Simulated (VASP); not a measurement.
# Si (P-1) in VASP: single point with r2SCAN

Aim: the single point of Si with r2SCAN.

Everything below comes from runs of VASP 6.6.1. Logs are shortened: lines on timing, memory, paths and dates and some standing lists are left out, and cuts for length are marked.

### Step 1. The cell of the first run

The typed cell holds 2 atoms: a = 3.840 Å, b = 3.840 Å, c = 3.840 Å, α = 60.00°, β = 60.00°, γ = 60.00°.

### Step 2. Single point, r2SCAN (atom 1 (Si) moved by (-0.450, -0.225) A along y and z)

Input file POSCAR:

```
Si
1.0
    0.0000000000      2.7154700000      2.7154700000
    2.7154700000      0.0000000000      2.7154700000
    2.7154700000      2.7154700000      0.0000000000
Si
2
Direct
    0.3757121235      0.5414292922      0.4585707078
    0.7500000000      0.7500000000      0.7500000000
```

Input file INCAR.step1:

```
ALGO = Normal
EDIFF = 1E-4
ENCUT = 520
GGA = PE
ISMEAR = 0
LASPH = True
LCHARG = False
LREAL = False
LWAVE = True
NBANDS = 11
NELM = 60
PREC = Accurate
SIGMA = 0.05
```

Input file INCAR.step2:

```
ALGO = Normal
EDIFF = 1E-6
ENCUT = 520
ISIF = 2
ISMEAR = 0
ISTART = 1
LASPH = True
LCHARG = False
LMIXTAU = True
LREAL = False
LWAVE = False
METAGGA = R2SCAN
NBANDS = 11
NELM = 60
PREC = Accurate
SIGMA = 0.05
```

Input file KPOINTS:

```
k-points
0
Gamma
  10 10 10
```

Potentials or basis: VASP PAW PBE potentials, release 64 (Si).

On the command line:

```sh
$ cat potpaw_PBE.64/Si/POTCAR > POTCAR
$ cp INCAR.step1 INCAR
$ mpirun -np 1 vasp_std > vasp.out
$ cp INCAR.step2 INCAR
$ mpirun -np 1 vasp_std > vasp.out
```

OUTCAR:

```text
EDIFF = 1E-6
   ENCUT = 520
   ISIF = 2
   ISMEAR = 0
   ISTART = 1
   LASPH = True
   LREAL = False
   METAGGA = R2SCAN
   NELM = 60
   PREC = Accurate

 ion  position               nearest neighbor table
   1  0.376  0.541  0.459-   2 1.99   2 2.27   2 2.53   2 2.76
   2  0.750  0.750  0.750-   1 1.99   1 2.27   1 2.53   1 2.76

  LATTYP: Found a face centered cubic cell.
 ALAT       =     5.4309400000

  Lattice vectors:

 A1 = (   0.0000000000,   2.7154700000,   2.7154700000)
 A2 = (   2.7154700000,   0.0000000000,   2.7154700000)
 A3 = (   2.7154700000,   2.7154700000,   0.0000000000)

Analysis of symmetry for initial positions (statically):
=====================================================================
 Subroutine PRICEL returns:
 Original cell was already a primitive cell.

 Routine SETGRP: Setting up the symmetry group for a
 face centered cubic supercell.

 Subroutine GETGRP returns: Found  2 space group operations
 (whereof  1 operations were pure point group operations)
 out of a pool of 48 trial point group operations.

The static configuration has the point symmetry C_1 .
 The point group associated with its full space group is S_2 .

Analysis of symmetry for dynamics (positions and initial velocities):
=====================================================================
 Subroutine PRICEL returns:
 Original cell was already a primitive cell.

 Routine SETGRP: Setting up the symmetry group for a
 face centered cubic supercell.

 Subroutine GETGRP returns: Found  2 space group operations
 (whereof  1 operations were pure point group operations)
 out of a pool of 48 trial point group operations.

The dynamic configuration has the point symmetry C_1 .
 The point group associated with its full space group is S_2 .

 Subroutine INISYM returns: Found  2 space group operations
 (whereof  1 operations are pure point group operations),
 and found     1 'primitive' translations

----------------------------------------------------------------------------------------

                                     Primitive cell

  volume of cell :      40.0465

  direct lattice vectors                    reciprocal lattice vectors
     0.000000000  2.715470000  2.715470000    -0.184130187  0.184130187  0.184130187
     2.715470000  0.000000000  2.715470000     0.184130187 -0.184130187  0.184130187
     2.715470000  2.715470000  0.000000000     0.184130187  0.184130187 -0.184130187

  length of vectors
[... 89 lines left out ...]
   ISYM   =      2    0-nonsym 1-usesym 2-fastsym
   POTIM  = 0.5000    time-step for ionic-motion
   TEBEG  =    0.0;   TEEND  =   0.0 temperature during run
   PSTRESS=    0.0 pullay stress
   NELECT =       8.0000    total number of electrons
   NUPDOWN=      -1.0000    fix difference up-down
   EMIN   =  10.00;   EMAX   =-10.00  energy-range for DOS
   EFERMI =   0.00;   METHOD = LEGACY
   ISMEAR =     0;   SIGMA  =   0.05  broadening in eV -4-tet -1-fermi 0-gaus
   EFERMI_NEDOS =   21; number of points for ismear=-14 and -15
   IALGO  =     38    algorithm
   IMIX   =      4    mixing-type and parameters
     AMIX     =   0.40;   BMIX     =  1.00
     AMIX_MAG =   1.60;   BMIX_MAG =  1.00
  volume/ion in A,a.u.               =      20.02       135.12
  Fermi-wavevector in a.u.,A,eV,Ry     =   0.957010  1.808487 12.461143  0.915868
  Thomas-Fermi vector in A             =   2.085990
   LORBIT       =      0    0 simple, 1 ext, 2 COOP (PROOUT), +10 PAW based schemes
   METAGGA = R2SCAN    functional components
   LHFCALC =     F    Hartree Fock is set to
   AEXX    =    0.0000 exact exchange contribution
   IVDW    =     0    specifies the selected vdW correction
   LEPSILON=     F    determine dielectric tensor
   LRPA    =     F    only Hartree local field effects (RPA)
 non-spin polarized calculation
 Gauss-broadening in eV      SIGMA  =   0.05
  energy-cutoff  :      520.00
  volume of cell :       40.05
 maximum number of plane-waves:      1091
 NGX is ok and might be reduce to    30
   NGX = 15   NGY = 15   NGZ = 15

 number of electron       8.0000000 magnetization

 Free energy of the ion-electron system (eV)
  ---------------------------------------------------
  ext. energy  EPLUGINS =         0.00000000
  ---------------------------------------------------
  free energy    TOTEN  =       -15.90376536 eV

  energy without entropy =      -15.90330561  energy(sigma->0) =      -15.90353548

 E-fermi :   6.2119     XC(G=0):  -9.8928

 val. band max:        6.1844890653   @ k =   0.3000   0.3000  -0.2000
 cond. band min:       6.2142346269   @ k =  -0.3000   0.3000  -0.3000
 fundamental gap:      0.0297455615
 Fermi energy:         6.2119000281

 k-point     1 :       0.0000    0.0000    0.0000
  band No.  band energies     occupation
      1      -7.0462      2.00000
      2       3.5329      2.00000
      3       6.1446      1.94313
      4       6.9662      0.00000
      5       7.6640      0.00000
      6       8.2885      0.00000
      7       9.3198      0.00000
      8       9.8582      0.00000
      9      13.6122      0.00000
     10      13.6611      0.00000
     11      14.7083      0.00000
[... 309 lines left out ...]
 k-point    24 :       0.1000    0.0000    0.1000
  band No.  band energies     occupation
      1      -6.8713      2.00000
      2       3.2227      2.00000
      3       5.1338      2.00000
      4       6.0407      2.00000
      5       7.4224      0.00000
      6       9.3340      0.00000
      7      10.1863      0.00000
      8      10.4637      0.00000
      9      12.8453      0.00000
     10      13.8788      0.00000
     11      14.9202      0.00000

 [... further k-points ...]

------------------------ aborting loop because EDIFF is reached ----------------------------------------

  FORCE on cell =-STRESS in cart. coord.  units (eV):
  Direction    XX          YY          ZZ          XY          YZ          ZX
  --------------------------------------------------------------------------------------
  -------------------------------------------------------------------------------------
  Total        4.1125731      0.4397964      2.8011546     -2.8177683      2.1388984     -5.2838628
  in kB      164.5353383     17.5953227    112.0682635   -112.7329416     85.5727954   -211.3961570
  external PRESSURE =      98.0663082 kB  Pullay stress =       0.0000000 kB

 VOLUME and BASIS-vectors are now :
 -----------------------------------------------------------------------------
  energy-cutoff  :      520.00
  volume of cell :       40.05
      direct lattice vectors                 reciprocal lattice vectors
     0.000000000  2.715470000  2.715470000    -0.184130187  0.184130187  0.184130187
     2.715470000  0.000000000  2.715470000     0.184130187 -0.184130187  0.184130187
     2.715470000  2.715470000  0.000000000     0.184130187  0.184130187 -0.184130187

 POSITION                                       TOTAL-FORCE (eV/Angst)
 -----------------------------------------------------------------------------------
      2.71547      2.26547      2.49047        -3.843265      5.219915      3.444850
      4.07320      4.07320      4.07320         3.843265     -5.219915     -3.444850
 -----------------------------------------------------------------------------------
    total drift:                               -0.000018     -0.000002     -0.000065

  FREE ENERGIE OF THE ION-ELECTRON SYSTEM (eV)
  ---------------------------------------------------
  free  energy   TOTEN  =       -15.9037653583 eV

  energy  without entropy=      -15.9033056101  energy(sigma->0) =      -15.90353548
```

OSZICAR.step1:

```text
N       E                     dE             d eps       ncg     rms          rms(c)
DAV:   1     0.101853258366E+02    0.10185E+02   -0.33338E+03 11088   0.592E+02
DAV:   2    -0.893152144503E+01   -0.19117E+02   -0.18462E+02 14480   0.879E+01
DAV:   3    -0.951633521029E+01   -0.58481E+00   -0.58122E+00 14330   0.136E+01
DAV:   4    -0.952073841272E+01   -0.44032E-02   -0.44026E-02 13298   0.148E+00
DAV:   5    -0.952078224967E+01   -0.43837E-04   -0.43837E-04 14190   0.138E-01    0.536E+00
DAV:   6    -0.932931458209E+01    0.19147E+00   -0.14748E-01 12516   0.179E+00    0.316E+00
DAV:   7    -0.925851642111E+01    0.70798E-01   -0.21174E-01 12813   0.218E+00    0.434E-01
DAV:   8    -0.925870165626E+01   -0.18524E-03   -0.16684E-02 12642   0.795E-01    0.226E-01
DAV:   9    -0.925889757478E+01   -0.19592E-03   -0.74046E-04 13492   0.166E-01    0.886E-02
DAV:  10    -0.925892950697E+01   -0.31932E-04   -0.13012E-04 11547   0.591E-02
   1 F= -.92589295E+01 E0= -.92585729E+01  d E =-.713224E-03
```

It took 14 min on 1 thread of Intel Xeon Platinum 8259CL at 2.50GHz (Skylake/Cascade Lake), shared host; peak memory 0.29 GiB.

Results:

- Free energy: -15.9038 eV
- Pressure: 9.8 GPa
- Largest force: 7.341 eV/Å
- Band gap on the k mesh: zero (bands 4 and 5 overlap by 1.65 eV)

Forces on the atoms (eV/Å):
```
Si  -3.843  5.220  3.445
Si   3.843 -5.220 -3.445
```

Stress tensor (GPa, compression positive):
```
 16.45 -11.27 -21.14
-11.27   1.76   8.56
-21.14   8.56  11.21
```

Caveat: the cell differs from its parent crystal (atom 1 (Si) moved by (-0.450, -0.225) A along y and z); the cell stands under pressure; the PAW data sets were made with another functional, which shifts forces and pressure a little.
